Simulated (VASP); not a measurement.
Wanted: the native input for a VASP 6.6.1 run.

```
Task                   : single point
Functional             : r2SCAN
Potentials or basis    : VASP PAW PBE potentials, release 64 (Ca_sv, O)
Cutoff                 : 660 eV
k mesh                 : 8 × 8 × 8
Occupations            : gaussian, width 0.02 eV
Spin                   : no spin polarisation
Dipole correction      : no
Further INCAR settings : ALGO = Normal; EDIFF = 1e-06; NBANDS = 15
```

Crystal: CaO.

```
Ca O
1.0
     0.00000    2.42118    2.42118
     2.42118    0.00000    2.42118
     2.42118    2.42118    0.00000
Ca O
1 1
Cartesian
  0.0000 0.0000 0.0000
  2.4212 2.4212 2.4212
```

The input as run:

POSCAR

```
CaO
1.0
    0.0000000000      2.4211838567      2.4211838567
    2.4211838567      0.0000000000      2.4211838567
    2.4211838567      2.4211838567      0.0000000000
Ca O
1 1
Direct
    0.0000000000      0.0000000000      0.0000000000
    0.5000000000      0.5000000000      0.5000000000
```

INCAR.step1

```
PREC = Accurate
ENCUT = 660
ISMEAR = 0
SIGMA = 0.02
LREAL = False
LASPH = True
NELM = 120
NBANDS = 15
GGA = PE
ALGO = Normal
EDIFF = 1E-5
LWAVE = True
LCHARG = False
GGA_COMPAT = False
```

INCAR.step2

```
PREC = Accurate
ENCUT = 660
EDIFF = 1E-6
ISMEAR = 0
SIGMA = 0.02
LREAL = False
LASPH = True
NELM = 120
ALGO = Normal
ISIF = 2
LWAVE = False
LCHARG = False
METAGGA = R2SCAN
LMIXTAU = True
NBANDS = 15
ISTART = 1
GGA_COMPAT = False
```

KPOINTS

```
Automatic mesh
0
Gamma
  8 8 8
```

Potentials or basis: VASP PAW PBE potentials, release 64 (Ca_sv, O).

Run with:

```sh
$ cat potpaw_PBE.64/Ca_sv/POTCAR potpaw_PBE.64/O/POTCAR > POTCAR
$ cp INCAR.step1 INCAR
$ mpirun -np 1 vasp_std > vasp.out
$ cp INCAR.step2 INCAR
$ mpirun -np 1 vasp_std > vasp.out
```

Results of the run:

The pressure is -2.5 GPa and the band gap on the k mesh is 4.20 eV (least direct gap 4.57 eV).

Caveat: the PAW data sets were made with another functional, which shifts forces and pressure a little.

It took 72 s on 1 thread of AMD EPYC 7R13 Processor (Zen 3), on a shared host, peak memory 0.15 GiB.
